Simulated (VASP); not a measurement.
Set up this calculation in VASP 6.6.1, as the native input.

| Quantity | Value |
| --- | --- |
| Task | single point |
| Functional | r2SCAN |
| Potentials or basis | VASP PAW PBE potentials, release 64 (Cs_sv, I) |
| Cutoff | 550 eV |
| k mesh | 6 × 6 × 6 |
| Occupations | gaussian, width 0.05 eV |
| Spin | no spin polarisation |
| Dipole correction | no |
| Further INCAR settings | ALGO = Normal; EDIFF = 1e-06; NBANDS = 15 |

CsI:

```
Cs I
1.0
     4.56670    0.00000    0.00000
     0.00000    4.56670    0.00000
     0.00000    0.00000    4.47537
Cs I
1 1
Cartesian
  0.0000 0.0000 0.0000
  2.2833 2.2833 2.2377
```

This cell differs from its parent crystal: strain -0.0200 x Voigt [0, 0, 1, 0, 0, 0].

The input as run:

POSCAR

```
CsI
1.0
    4.5667000000      0.0000000000      0.0000000000
    0.0000000000      4.5667000000      0.0000000000
    0.0000000000      0.0000000000      4.4753660000
Cs I
1 1
Direct
    0.0000000000      0.0000000000      0.0000000000
    0.5000000000      0.5000000000      0.5000000000
```

INCAR.step1

```
SYSTEM = CsI
PREC     = Accurate       ! precision mode
ENCUT    = 550            ! plane-wave cutoff, eV
ISMEAR   = 0              ! smearing method
SIGMA    = 0.05           ! smearing width, eV
LREAL    = .False.        ! projectors in reciprocal space
LASPH    = .True.         ! aspherical terms in the spheres
NELM     = 120            ! most SCF steps
NBANDS   = 15             ! bands
GGA      = PE             ! functional
ALGO     = Normal         ! electronic algorithm
EDIFF    = 1E-5           ! SCF threshold, eV
LWAVE    = .True.         ! write WAVECAR
LCHARG   = .False.        ! write CHGCAR
GGA_COMPAT= .False.
```

INCAR.step2

```
SYSTEM = CsI
PREC     = Accurate       ! precision mode
ENCUT    = 550            ! plane-wave cutoff, eV
EDIFF    = 1E-6           ! SCF threshold, eV
ISMEAR   = 0              ! smearing method
SIGMA    = 0.05           ! smearing width, eV
LREAL    = .False.        ! projectors in reciprocal space
LASPH    = .True.         ! aspherical terms in the spheres
NELM     = 120            ! most SCF steps
ALGO     = Normal         ! electronic algorithm
ISIF     = 2              ! what is computed and relaxed
LWAVE    = .False.        ! write WAVECAR
LCHARG   = .False.        ! write CHGCAR
METAGGA  = R2SCAN         ! meta-GGA
LMIXTAU  = .True.       
NBANDS   = 15             ! bands
ISTART   = 1            
GGA_COMPAT= .False.
```

KPOINTS

```
regular mesh
0
Gamma
  6 6 6
  0 0 0
```

Potentials or basis: VASP PAW PBE potentials, release 64 (Cs_sv, I).

The run is started by

```bash
$ cat potpaw_PBE.64/Cs_sv/POTCAR potpaw_PBE.64/I/POTCAR > POTCAR
$ cp INCAR.step1 INCAR
$ mpirun -np 1 vasp_std > vasp.out
$ cp INCAR.step2 INCAR
$ mpirun -np 1 vasp_std > vasp.out
```

Results of the run:

The pressure is 0.7 GPa and the band gap on the k mesh is 4.49 eV (least direct gap 4.57 eV).

Caveat: the cell differs from its parent crystal (strain -0.0200 x Voigt [0, 0, 1, 0, 0, 0]); the PAW data sets were made with another functional, which shifts forces and pressure a little; spin-orbit coupling is left out, which moves the levels of the heavy elements.

It took 76 s on 1 thread of Intel(R) Xeon(R) 6975P-C (Granite Rapids), with other jobs on the host, peak memory 0.25 GiB.
